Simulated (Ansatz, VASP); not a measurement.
# One calculation of Ba2CeSnO6, two programs

```
Ba Ce O Sn
1.0
     0.00000    4.34387    4.34387
     4.34387    0.00000    4.34387
     4.34387    4.34387    0.00000
Ba Ce O Sn
2 1 6 1
Direct
  0.25000 0.25000 0.25000
  0.75000 0.75000 0.75000
  0.00000 0.00000 0.00000
  0.74213 0.25787 0.25787
  0.25787 0.74213 0.74213
  0.25787 0.74213 0.25787
  0.74213 0.25787 0.74213
  0.25787 0.25787 0.74213
  0.74213 0.74213 0.25787
  0.50000 0.50000 0.50000
```

Alike in both runs: task single point; functional PBE; k mesh 4 × 4 × 4; occupations gaussian, width 0.1 eV; no spin polarisation; Hubbard terms Ce f U = 5.0 eV.

|  | VASP | Ansatz |
| --- | --- | --- |
| version | VASP 6.6.1 | Ansatz 0.2.0 |
| potentials or method | VASP PAW PBE potentials, release 64 (Ba_sv, Ce, O, Sn_d), cutoff 520 eV | scalar-relativistic, plane waves, PAW |
| valence electrons in the cell | 82 | 82 |

Ansatz gave:

```
gap on the k mesh at the Fermi level (eV) : 2.60
least direct gap on the mesh (eV)         : 2.80
pressure (GPa)                            : -1.8
rms of the force components (eV/Å)        : 0.015
```

Task: What did VASP give for the same quantities?

Result: gap on the k mesh at the Fermi level (eV): 2.72; least direct gap on the mesh (eV): 2.94; pressure (GPa): 0.0; rms of the force components (eV/Å): 0.102.

The programs project onto different local orbitals, so the same U acts differently, and such runs can settle in different states. Atom by atom the forces differ by 0.086 eV/Å (rms over components).

Spin-orbit coupling is off throughout.
